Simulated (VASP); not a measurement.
# Ni3Hg (Pm-3m) in VASP: single point with PBE

Aim: the single point of Ni3Hg with PBE.

Program: VASP 6.6.1. These are calculated values, not measurements. Logs are shortened: lines on timing, memory, paths and dates and some standing lists are left out, and cuts for length are marked.

### 1 The cell of the first run

Symmetry: Pm-3m, No. 221, cubic system. The conventional cell has a = 3.745 Å, b = 3.745 Å, c = 3.745 Å, α = 90.00°, β = 90.00°, γ = 90.00°. Within 3.5 Å of Ni (site symmetry 4/mmm) lie 8 Ni at 2.65 Å and 4 Hg at 2.65 Å. Within 3.5 Å of Hg (site symmetry m-3m) lie 12 Ni at 2.65 Å.

### 2 Single point, PBE, collinear spin, ferromagnetic start

File INCAR:

```
  PREC = Accurate
  ENCUT = 690
  EDIFF = 1E-6
  ISMEAR = 0
  SIGMA = 0.1
  LREAL = False
  LASPH = True
  NELM = 200
  ALGO = Normal
  ISIF = 2
  LWAVE = False
  LCHARG = False
  ISPIN = 2
  MAGMOM = 2 2 2 0
  LORBIT = 11
  LMAXMIX = 4
  GGA = PE
  NBANDS = 49
  GGA_COMPAT = False
```

File KPOINTS:

```
Automatic mesh
0
Gamma
  4 4 4
```

File POSCAR:

```
Ni3Hg
1.0
    3.7449110000      0.0000000000      0.0000000000
    0.0000000000      3.7449110000      0.0000000000
    0.0000000000      0.0000000000      3.7449110000
Ni Hg
3 1
Direct
    0.0000000000      0.5000000000      0.5000000000
    0.5000000000      0.0000000000      0.5000000000
    0.5000000000      0.5000000000      0.0000000000
    0.0000000000      0.0000000000      0.0000000000
```

Potentials or basis: VASP PAW PBE potentials, release 64 (Ni_sv_GW, Hg_sv_GW).

Started as:

```sh
cat potpaw_PBE.64/Ni_sv_GW/POTCAR potpaw_PBE.64/Hg_sv_GW/POTCAR > POTCAR
mpirun -np 1 vasp_std > vasp.out
```

OUTCAR:

```text
PREC = Accurate
   ENCUT = 690
   EDIFF = 1E-6
   ISMEAR = 0
   LREAL = False
   LASPH = True
   NELM = 200
   ISIF = 2
   ISPIN = 2
   LORBIT = 11
   GGA = PE

 ion  position               nearest neighbor table
   1  0.000  0.500  0.500-   2 2.65   3 2.65   4 2.65   3 2.65   4 2.65   2 2.65   4 2.65   4 2.65
                             2 2.65   3 2.65   3 2.65   2 2.65
   2  0.500  0.000  0.500-   1 2.65   3 2.65   4 2.65   3 2.65   4 2.65   1 2.65   3 2.65   3 2.65
                             1 2.65   4 2.65   4 2.65   1 2.65
   3  0.500  0.500  0.000-   1 2.65   2 2.65   4 2.65   1 2.65   2 2.65   2 2.65   4 2.65   2 2.65
                             1 2.65   4 2.65   1 2.65   4 2.65
   4  0.000  0.000  0.000-   1 2.65   2 2.65   3 2.65   1 2.65   2 2.65   1 2.65   3 2.65   1 2.65
                             2 2.65   3 2.65   2 2.65   3 2.65

  LATTYP: Found a simple cubic cell.
 ALAT       =     3.7449110000

  Lattice vectors:

 A1 = (   3.7449110000,   0.0000000000,   0.0000000000)
 A2 = (   0.0000000000,   3.7449110000,   0.0000000000)
 A3 = (   0.0000000000,   0.0000000000,   3.7449110000)

Analysis of symmetry for initial positions (statically):
=====================================================================
 Subroutine PRICEL returns:
 Original cell was already a primitive cell.

 Routine SETGRP: Setting up the symmetry group for a
 simple cubic supercell.

 Subroutine GETGRP returns: Found 48 space group operations
 (whereof 48 operations were pure point group operations)
 out of a pool of 48 trial point group operations.

The static configuration has the point symmetry O_h .

Analysis of symmetry for dynamics (positions and initial velocities):
=====================================================================
 Subroutine PRICEL returns:
 Original cell was already a primitive cell.

 Routine SETGRP: Setting up the symmetry group for a
 simple cubic supercell.

 Subroutine GETGRP returns: Found 48 space group operations
 (whereof 48 operations were pure point group operations)
 out of a pool of 48 trial point group operations.

The dynamic configuration has the point symmetry O_h .

Analysis of structural, dynamic, and magnetic symmetry:
=====================================================================
 Subroutine PRICEL returns:
 Original cell was already a primitive cell.

 Routine SETGRP: Setting up the symmetry group for a
 simple cubic supercell.

 Subroutine GETGRP returns: Found 48 space group operations
 (whereof 48 operations were pure point group operations)
 out of a pool of 48 trial point group operations.

[... 121 lines left out ...]
 Gauss-broadening in eV      SIGMA  =   0.10
  energy-cutoff  :      690.00
  volume of cell :       52.52
 maximum number of plane-waves:      2176
   NGX = 17   NGY = 17   NGZ = 17

 number of electron      73.9999885 magnetization       0.0481058

 number of electron      73.9999885 magnetization      -0.0000702

 Free energy of the ion-electron system (eV)
  ---------------------------------------------------
  ext. energy  EPLUGINS =         0.00000000
  ---------------------------------------------------
  free energy    TOTEN  =       -18.66130663 eV

  energy without entropy =      -18.63582279  energy(sigma->0) =      -18.64856471

 E-fermi :   7.6108     XC(G=0): -13.3422

 val. band max:        7.6026349532   @ k =   0.0000   0.0000   0.0000
 cond. band min:       7.6407671165   @ k =   0.5000   0.5000   0.5000
 fundamental gap:      0.0381321633
 Fermi energy:         7.6107787578

 spin component 1

 k-point     1 :       0.0000    0.0000    0.0000
  band No.  band energies     occupation
      1    -107.7093      1.00000
      2     -94.9674      1.00000
      3     -94.9526      1.00000
      4     -94.9526      1.00000
      5     -56.0381      1.00000
      6     -56.0381      1.00000
[... 509 lines left out ...]
     48      26.7036      0.00000
     49      26.9472      0.00000
 Fermi energy:         7.6107787578

 spin component 2

 k-point     1 :       0.0000    0.0000    0.0000
  band No.  band energies     occupation
      1    -107.7093      1.00000
      2     -94.9676      1.00000
      3     -94.9527      1.00000
      4     -94.9527      1.00000
      5     -56.0381      1.00000
      6     -56.0381      1.00000
[... 509 lines left out ...]
     48      26.6871      0.00000
     49      26.9468      0.00000

------------------------ aborting loop because EDIFF is reached ----------------------------------------

  FORCE on cell =-STRESS in cart. coord.  units (eV):
  Direction    XX          YY          ZZ          XY          YZ          ZX
  --------------------------------------------------------------------------------------
  -------------------------------------------------------------------------------------
  Total       -0.3025703     -0.3025703     -0.3025703      0.0000000      0.0000000     -0.0000000
  in kB       -9.2302280     -9.2302280     -9.2302280      0.0000000      0.0000000     -0.0000000
  external PRESSURE =      -9.2302280 kB  Pullay stress =       0.0000000 kB

 VOLUME and BASIS-vectors are now :
 -----------------------------------------------------------------------------
  energy-cutoff  :      690.00
  volume of cell :       52.52
      direct lattice vectors                 reciprocal lattice vectors
     3.744911000  0.000000000  0.000000000     0.267029043  0.000000000  0.000000000
     0.000000000  3.744911000  0.000000000     0.000000000  0.267029043  0.000000000
     0.000000000  0.000000000  3.744911000     0.000000000  0.000000000  0.267029043

 POSITION                                       TOTAL-FORCE (eV/Angst)
 -----------------------------------------------------------------------------------
      0.00000      1.87246      1.87246         0.000000      0.000000      0.000000
      1.87246      0.00000      1.87246         0.000000      0.000000      0.000000
      1.87246      1.87246      0.00000         0.000000      0.000000      0.000000
      0.00000      0.00000      0.00000         0.000000      0.000000      0.000000
 -----------------------------------------------------------------------------------
    total drift:                                0.000000     -0.000000     -0.000000

  FREE ENERGIE OF THE ION-ELECTRON SYSTEM (eV)
  ---------------------------------------------------
  free  energy   TOTEN  =       -18.6613066322 eV

  energy  without entropy=      -18.6358227886  energy(sigma->0) =      -18.64856471

 total charge

# of ion       s       p       d       f       tot
--------------------------------------------------
    1        2.197   6.218   7.881   0.003  16.299
    2        2.197   6.218   7.881   0.003  16.299
    3        2.197   6.218   7.881   0.003  16.299
    4        2.547   6.694   8.782   0.029  18.051
--------------------------------------------------
tot          9.139  25.347  32.424   0.038  66.947

 magnetization (x)

# of ion       s       p       d       f       tot
--------------------------------------------------
    1        0.000   0.000  -0.000   0.000  -0.000
    2        0.000   0.000  -0.000   0.000  -0.000
    3        0.000   0.000  -0.000   0.000  -0.000
    4        0.000  -0.000   0.000   0.000  -0.000
--------------------------------------------------
tot          0.000  -0.000  -0.001   0.000  -0.001
```

stdout:

```text
POSCAR found type information on POSCAR NiHg
 POSCAR found :  2 types and       4 ions
 scaLAPACK will be used
 LDA part: xc-table for (Slater+PW92), standard interpolation
 POSCAR, INCAR and KPOINTS ok, starting setup
 FFT: planning ... GRIDC
 FFT: planning ... GRID_SOFT
 FFT: planning ... GRID
 WAVECAR not read
 entering main loop
```

Run time: 85 s. Hardware: 1 thread of Intel Xeon 6975P-C (Granite Rapids), shared host; peak memory 0.25 GiB.

Results:

```yaml
Free_energy: -18.6613 eV
Pressure: -0.9 GPa
Band_gap_on_the_k_mesh: zero (filled and empty bands overlap)
Net_moment: 0.00 μB per cell
Valence_electrons_inside_the_program's_atomic_spheres: Ni 16.30; Hg 18.05
```

Caveat: the k points lie up to 0.42 Å⁻¹ apart; the moments typed at the start vanished in this run; spin-orbit coupling is left out, which moves the levels of the heavy elements.

The gap in the log of VASP goes by the Fermi energy; the results here count the filled bands.